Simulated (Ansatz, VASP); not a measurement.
Sn3S in VASP and in Ansatz

```
Sn S
1.0
     4.57852    0.00000    0.00000
     0.00000    4.57852    0.00000
     0.00000    0.00000    4.57852
Sn S
3 1
Cartesian
  0.0000 2.2893 2.2893
  2.2893 0.0000 2.2893
  2.2893 2.2893 0.0000
  0.0000 0.0000 0.0000
```

Alike in both runs: task single point; functional PBE; k mesh 4 × 4 × 4; occupations gaussian, width 0.1 eV; no spin polarisation.

|  | VASP | Ansatz |
| --- | --- | --- |
| version | VASP 6.6.1 | Ansatz 0.2.0 |
| potentials or method | VASP PAW PBE potentials, release 64 (Sn_d, S), cutoff 520 eV | scalar-relativistic, plane waves, PAW |
| valence electrons in the cell | 48 | 48 |

Ansatz gave:

| Property | Result |
| --- | --- |
| gap on the k mesh at the Fermi level (eV) | none |
| pressure (GPa) | 3.5 |

**Question.** Estimate VASP's values.

**Answer.** gap on the k mesh at the Fermi level (eV): none; pressure (GPa): 3.4.

A gap of «none» marks a metal or a gap that the smearing closes.
